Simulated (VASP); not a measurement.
# SiC (P6_3mc) in VASP: further runs, part 3 of 3

VASP 6.6.1. The steps go on from the part before.

## Step 5: Single point, PBE (c/a of the conventional cell at fixed volume 1.7722)

Contents of INCAR:

```
SYSTEM = SiC
PREC = Accurate
ENCUT = 520
EDIFF = 1E-6
ISMEAR = 0
SIGMA = 0.05
LREAL = .FALSE.
LASPH = .TRUE.
NELM = 60
ALGO = Normal
ISIF = 2
LWAVE = .FALSE.
LCHARG = .FALSE.
GGA = PE
NBANDS = 16
```

Contents of KPOINTS:

```
regular mesh
0
G
  12 12 6
  0 0 0
```

Contents of POSCAR:

```
SiC
1.0
    3.0137421920      0.0000000000      0.0000000000
   -1.5068710960      2.6099772987      0.0000000000
    0.0000000000      0.0000000000      5.3409539127
Si C
2 2
Direct
    0.3333333333      0.6666666667      0.0045639005
    0.6666666667      0.3333333333      0.5045639005
    0.3333333333      0.6666666667      0.3655166051
    0.6666666667      0.3333333333      0.8655166051
```

Potentials or basis: VASP PAW PBE potentials, release 64 (Si, C).

Run with:

```bash
$ cat potpaw_PBE.64/Si/POTCAR potpaw_PBE.64/C/POTCAR > POTCAR
$ mpirun -np 1 vasp_std > vasp.out
```

OUTCAR:

```text
SYSTEM = SiC
   PREC = Accurate
   ENCUT = 520
   EDIFF = 1E-6
   ISMEAR = 0
   LREAL = .FALSE.
   LASPH = .TRUE.
   NELM = 60
   ISIF = 2
   GGA = PE

 ion  position               nearest neighbor table
   1  0.333  0.667  0.005-   4 1.89   4 1.89   4 1.89   3 1.93
   2  0.667  0.333  0.505-   3 1.89   3 1.89   3 1.89   4 1.93
   3  0.333  0.667  0.366-   2 1.89   2 1.89   2 1.89   1 1.93
   4  0.667  0.333  0.866-   1 1.89   1 1.89   1 1.89   2 1.93

  LATTYP: Found a hexagonal cell.
 ALAT       =     3.0137421920
 C/A-ratio  =     1.7722000000

  Lattice vectors:

 A1 = (   3.0137421920,   0.0000000000,   0.0000000000)
 A2 = (  -1.5068710960,   2.6099772987,   0.0000000000)
 A3 = (   0.0000000000,   0.0000000000,   5.3409539127)

Analysis of symmetry for initial positions (statically):
=====================================================================
 Subroutine PRICEL returns:
 Original cell was already a primitive cell.

 Routine SETGRP: Setting up the symmetry group for a
 hexagonal supercell.

 Subroutine GETGRP returns: Found 12 space group operations
 (whereof  6 operations were pure point group operations)
 out of a pool of 24 trial point group operations.

The static configuration has the point symmetry C_3v.
 The point group associated with its full space group is C_6v.

Analysis of symmetry for dynamics (positions and initial velocities):
=====================================================================
 Subroutine PRICEL returns:
 Original cell was already a primitive cell.

 Routine SETGRP: Setting up the symmetry group for a
 hexagonal supercell.

 Subroutine GETGRP returns: Found 12 space group operations
 (whereof  6 operations were pure point group operations)
 out of a pool of 24 trial point group operations.

The dynamic configuration has the point symmetry C_3v.
 The point group associated with its full space group is C_6v.

 Subroutine INISYM returns: Found 12 space group operations
[... 122 lines left out ...]
  volume/ion in A,a.u.               =      10.50        70.88
  Fermi-wavevector in a.u.,A,eV,Ry     =   1.186664  2.242469 19.159321  1.408170
  Thomas-Fermi vector in A             =   2.322831
   LORBIT       =      0    0 simple, 1 ext, 2 COOP (PROOUT), +10 PAW based schemes
   GGA     = PE    functional components
   LHFCALC =     F    Hartree Fock is set to
   AEXX    =    0.0000 exact exchange contribution
   IVDW    =     0    specifies the selected vdW correction
   LEPSILON=     F    determine dielectric tensor
   LRPA    =     F    only Hartree local field effects (RPA)
 non-spin polarized calculation
 Gauss-broadening in eV      SIGMA  =   0.05
  energy-cutoff  :      520.00
  volume of cell :       42.01
 maximum number of plane-waves:      1149
 NGX is ok and might be reduce to    24

 number of electron      15.9999998 magnetization

 Free energy of the ion-electron system (eV)
  ---------------------------------------------------
  ext. energy  EPLUGINS =         0.00000000
  ---------------------------------------------------
  free energy    TOTEN  =       -29.81617620 eV

  energy without entropy =      -29.81617620  energy(sigma->0) =      -29.81617620

 E-fermi :   8.6733     XC(G=0): -11.2994

 val. band max:        8.4668784686   @ k =   0.0000   0.0000   0.0000
 cond. band min:       9.8381639083   @ k =   0.3333   0.3333   0.0000
 fundamental gap:      1.3712854397
 Fermi energy:         8.6732873478

 k-point     1 :       0.0000    0.0000    0.0000
  band No.  band energies     occupation
      1      -7.3487      2.00000
      2      -4.3027      2.00000
      3      -0.9061      2.00000
      4       7.2052      2.00000
      5       7.4396      2.00000
      6       7.4396      2.00000
[... 433 lines left out ...]
      3       0.8432      2.00000
      4       2.4242      2.00000
      5       3.3763      2.00000
      6       5.8199      2.00000
[... 8 lines left out ...]
     15      19.0384      0.00000
     16      20.2256      0.00000

 [... further k-points ...]

------------------------ aborting loop because EDIFF is reached ----------------------------------------

  FORCE on cell =-STRESS in cart. coord.  units (eV):
  Direction    XX          YY          ZZ          XY          YZ          ZX
  --------------------------------------------------------------------------------------
  -------------------------------------------------------------------------------------
  Total        3.0783780      3.0783780     -6.2840031      0.0000000      0.0000000     -0.0000000
  in kB      117.4007480    117.4007480   -239.6543484      0.0000000      0.0000000     -0.0000000
  external PRESSURE =      -1.6176175 kB  Pullay stress =       0.0000000 kB

 VOLUME and BASIS-vectors are now :
 -----------------------------------------------------------------------------
  energy-cutoff  :      520.00
  volume of cell :       42.01
      direct lattice vectors                 reciprocal lattice vectors
     3.013742192  0.000000000  0.000000000     0.331813386  0.191572547  0.000000000
    -1.506871096  2.609977299  0.000000000     0.000000000  0.383145095  0.000000000
     0.000000000  0.000000000  5.340953913     0.000000000  0.000000000  0.187232471

 POSITION                                       TOTAL-FORCE (eV/Angst)
 -----------------------------------------------------------------------------------
     -0.00000      1.73998      0.02438         0.000000     -0.000000     -0.810831
      1.50687      0.86999      2.69485        -0.000000     -0.000000     -0.810831
     -0.00000      1.73998      1.95221        -0.000000      0.000000      0.810831
      1.50687      0.86999      4.62268         0.000000      0.000000      0.810831
 -----------------------------------------------------------------------------------
    total drift:                               -0.000000      0.000000      0.000326

  FREE ENERGIE OF THE ION-ELECTRON SYSTEM (eV)
  ---------------------------------------------------
  free  energy   TOTEN  =       -29.8161761966 eV

  energy  without entropy=      -29.8161761966  energy(sigma->0) =      -29.81617620
```

Wall time 89 s (1 thread of AMD EPYC 7R43 (Zen 3), shared host); peak memory 0.14 GiB.

What came out:

```
Free energy            : -29.8162 eV
Pressure               : -0.2 GPa
Largest force          : 0.811 eV/Å
Band gap on the k mesh : 1.37 eV, indirect (least direct gap 3.99 eV)
```

Forces on the atoms (eV/Å):
```
Si   0.000  0.000 -0.811
Si   0.000  0.000 -0.811
C    0.000  0.000  0.811
C    0.000  0.000  0.811
```

Stress tensor (GPa, compression positive):
```
 11.74   0.00   0.00
  0.00  11.74   0.00
  0.00   0.00 -23.97
```

 A k mesh can miss the band edges.

## Step 6: Overview

| level | cell | gap on the mesh (eV) | pressure (GPa) | largest force (eV/Å) |
| --- | --- | --- | --- | --- |
| PBE | a = 3.092, b = 3.092, c = 5.074 Å, angles 90.0, 90.0, 120.0°, 4 atoms | 2.31 | 0.0 | - |
| PBE+D3(BJ) | a = 3.179, b = 3.179, c = 4.800 Å, angles 90.0, 90.0, 120.0°, 4 atoms | 1.03 | -6.0 | 1.35 |
| PBE | a = 3.014, b = 3.014, c = 5.341 Å, angles 90.0, 90.0, 120.0°, 4 atoms | 1.37 | -0.2 | 0.81 |

Some of these runs hold the atoms at other places in the same cell, which the table doesn't show; runs alike in all that it shows share one row.

Alike in all rows: task single point; potentials or basis VASP PAW PBE potentials, release 64 (Si, C); no spin polarisation; k mesh 12 × 12 × 6; cutoff (eV) 520; smearing gaussian 0.05 eV.

Caveats: forces of over 1 eV/Å act on the atoms, so gaps and moduli don't describe the material at rest (some runs).

Absolute energies hang on the potentials; compare differences alone.
